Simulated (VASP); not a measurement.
Write the native input for VASP 6.6.1 that does the following.

```yaml
Task: single point
Functional: PBE
Potentials_or_basis: VASP PAW PBE potentials, release 64 (C_h, N_h)
Cutoff: 1330 eV
k_mesh: 4 × 4 × 6
Occupations: gaussian, width 0.1 eV
Spin: no spin polarisation
Dipole_correction: no
Further_INCAR_settings: ALGO = Normal; EDIFF = 1e-06; NBANDS = 18
```

The structure of C4N lies in POSCAR:

```
C4N
1.0
    2.3847174040     -4.2663057443      0.0000000000
    2.3847174040      4.2663057443      0.0000000000
    0.0000000000      0.0000000000      2.5612549987
C N
4 1
Direct
    0.5816959086      0.4183040914      0.5000000000
    0.4183040914      0.5816959086      0.5000000000
    0.2625098421      0.2625098421      0.0000000000
    0.7374901579      0.7374901579      0.0000000000
    0.0000000000      0.0000000000      0.0000000000
```

The cell was generated, and may not be a known phase.

The input as run:

INCAR

```
PREC = Accurate
ENCUT = 1330
EDIFF = 1E-6
ISMEAR = 0
SIGMA = 0.1
LREAL = F
LASPH = T
NELM = 120
ALGO = Normal
ISIF = 2
LWAVE = F
LCHARG = F
GGA = PE
NBANDS = 18
GGA_COMPAT = F
```

KPOINTS

```
Automatic mesh
0
Gamma
  4 4 6
```

Potentials or basis: VASP PAW PBE potentials, release 64 (C_h, N_h).

The run is started by

```bash
$ cat potpaw_PBE.64/C_h/POTCAR potpaw_PBE.64/N_h/POTCAR > POTCAR
$ mpirun -np 1 vasp_std > vasp.out
```

Results of the run:

The pressure is -0.2 GPa and the largest force is 0.019 eV/Å. The band gap on the k mesh is zero (an odd number of electrons rules out a gap without spin polarisation).

Caveat: the k points lie up to 0.41 Å⁻¹ apart, too coarse for converged energies and pressures of a metal; an odd number of electrons without spin polarisation forces a metal; a magnetic or distorted state may lie lower.

Run time: 81 s on 1 thread of Intel(R) Xeon(R) Platinum 8259CL CPU @ 2.50GHz (Skylake/Cascade Lake), with other jobs on the host, peak memory 0.35 GiB.
